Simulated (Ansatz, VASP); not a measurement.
## Two plane-wave programs on SbP

Contents of INCAR:

```
PREC = Accurate ; ENCUT = 500
EDIFF = 1E-6 ; ISMEAR = 0
SIGMA = 0.05 ; LREAL = F
LASPH = T ; NELM = 120
ALGO = Normal ; ISIF = 2
LWAVE = F ; LCHARG = T
GGA = PE ; LELF = T
LVHAR = T ; NBANDS = 12
GGA_COMPAT = F
```

Contents of KPOINTS:

```
regular mesh
0
Gamma
  6 6 6
```

Contents of POSCAR:

```
SbP
1.0
    0.0000000000      3.1659402395      3.1659402395
    3.1659402395      0.0000000000      3.1659402395
    3.1659402395      3.1659402395      0.0000000000
Sb P
1 1
Direct
    0.0000000000      0.0000000000      0.0000000000
    0.2500000000      0.2500000000      0.2500000000
```

Input for Ansatz:

```yaml
crystal:
  lattice:
    - [0.0, 3.1659402395, 3.1659402395]
    - [3.1659402395, 0.0, 3.1659402395]
    - [3.1659402395, 3.1659402395, 0.0]
  atoms:
    - { symbol: Sb, position: [0.0, 0.0, 0.0] }
    - { symbol: P, position: [0.25, 0.25, 0.25] }
basis:
  ecutwfc: 420
kpoints:
  mp_grid: { grid: [6, 6, 6] }
hamiltonian:
  xc: pbe
scf:
  occupations: { method: gaussian, width: 0.05 }
output:
  forces: true
  stress: true
  eigenvalues: true
```

Alike in both runs: task single point; functional PBE; k mesh 6 × 6 × 6; occupations gaussian, width 0.05 eV; no spin polarisation.

```csv
,VASP,Ansatz
version,VASP 6.6.1,Ansatz 0.2.0
potentials or method,"VASP PAW PBE potentials, release 64 (Sb, P), cutoff 500 eV","scalar-relativistic, plane waves, PAW"
valence electrons in the cell,10,20
```

|  | VASP | Ansatz | Ansatz less VASP |
| --- | --- | --- | --- |
| gap on the k mesh at the Fermi level (eV) | none | none | - |
| pressure (GPa) | 0.1 | 0.1 | 0.00 |

A gap of «none» marks a metal or a gap that the smearing closes. VASP's potentials hold 10 valence electrons a cell and Ansatz's 20, so a difference there can come from the potentials and not from the codes.

Spin-orbit coupling is off throughout.
